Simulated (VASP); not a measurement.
A run of VASP 6.6.1 is set up as follows.

File INCAR:

```
ALGO = Normal ; EDIFF = 1E-6
ENCUT = 600 ; GGA = PE
GGA_COMPAT = False ; ISIF = 2
ISMEAR = 0 ; LASPH = True
LCHARG = False ; LREAL = False
LWAVE = False ; NBANDS = 27
NELM = 120 ; PREC = Accurate
SIGMA = 0.02
```

File KPOINTS:

```
k-points
0
Gamma
  6 6 6
```

Contents of POSCAR:

```
BaHfO3
1.0
    4.2066186459      0.0000000000      0.0000000000
    0.0000000000      4.2066186459      0.0000000000
    0.0000000000      0.0000000000      4.2066186459
Ba Hf O
1 1 3
Direct
    0.0000000000      0.0000000000      0.0000000000
    0.5000000000      0.5000000000      0.5000000000
    0.5000000000      0.5000000000      0.0000000000
    0.0000000000      0.5000000000      0.5000000000
    0.5000000000      0.0000000000      0.5000000000
```

Potentials or basis: VASP PAW PBE potentials, release 64 (Ba_sv, Hf_pv, O).

Run with:

```sh
$ cat potpaw_PBE.64/Ba_sv/POTCAR potpaw_PBE.64/Hf_pv/POTCAR potpaw_PBE.64/O/POTCAR > POTCAR
$ mpirun -np 1 vasp_std > vasp.out
```

(1) Estimate the band gap on the k mesh.

(2) What does it give for the pressure?

## Answers

(1) 3.54 eV, indirect (least direct gap 3.78 eV).

(2) -0.8 GPa.

Caveat: spin-orbit coupling is left out, which moves the levels of the heavy elements.
